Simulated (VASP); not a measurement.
Runs of VASP 6.6.1 on Fe. The structure is that of space group P6/mmm (No. 191), or close to it. The cells are those of the table. This isn't the form of Fe at room conditions, which is bcc.

| cell | k mesh | gap on the mesh (eV) | pressure (GPa) |
| --- | --- | --- | --- |
| a = 3.809, b = 3.809, c = 2.393 Å, angles 90.0, 90.0, 120.0°, 3 atoms | 13 × 13 × 17 | none | -0.5 |
| a = 3.758, b = 3.758, c = 2.361 Å, angles 90.0, 90.0, 120.0°, 3 atoms | 11 × 11 × 15 | none | (a) |
| a = 3.809, b = 3.809, c = 2.393 Å, angles 90.0, 90.0, 120.0°, 3 atoms | 11 × 11 × 15 | none | -0.4 |
| a = 3.809, b = 3.809, c = 2.393 Å, angles 90.0, 90.0, 120.0°, 3 atoms | 9 × 9 × 13 | none | (c) |
| a = 3.908, b = 3.908, c = 2.455 Å, angles 90.0, 90.0, 120.0°, 3 atoms | 11 × 11 × 15 | none | -20.1 |
| a = 3.651, b = 3.651, c = 2.293 Å, angles 90.0, 90.0, 120.0°, 3 atoms | 11 × 11 × 15 | none | (b) |
| a = 3.956, b = 3.956, c = 2.485 Å, angles 90.0, 90.0, 120.0°, 3 atoms | 11 × 11 × 15 | none | -26.7 |
| a = 3.705, b = 3.705, c = 2.327 Å, angles 90.0, 90.0, 120.0°, 3 atoms | 11 × 11 × 15 | none | 30.1 |

Alike in all rows: task single point; level PBEsol; potentials or basis VASP PAW PBE potentials, release 64 (Fe); no spin polarisation; cutoff (eV) 520; smearing fermi-dirac 0.1 eV.

Problem. Fill in the values left out.

Solution. (a) 13.2; (b) 51.5; (c) -0.3.

Caveats: the PAW data sets were made with another functional, which shifts forces and pressure a little; the run has no spin polarisation, though such a crystal can be magnetic; the cell stands under pressure (at least some runs); the cell stands under tension (at least some runs).

A gap of «none» marks levels without a gap at the run's occupations.
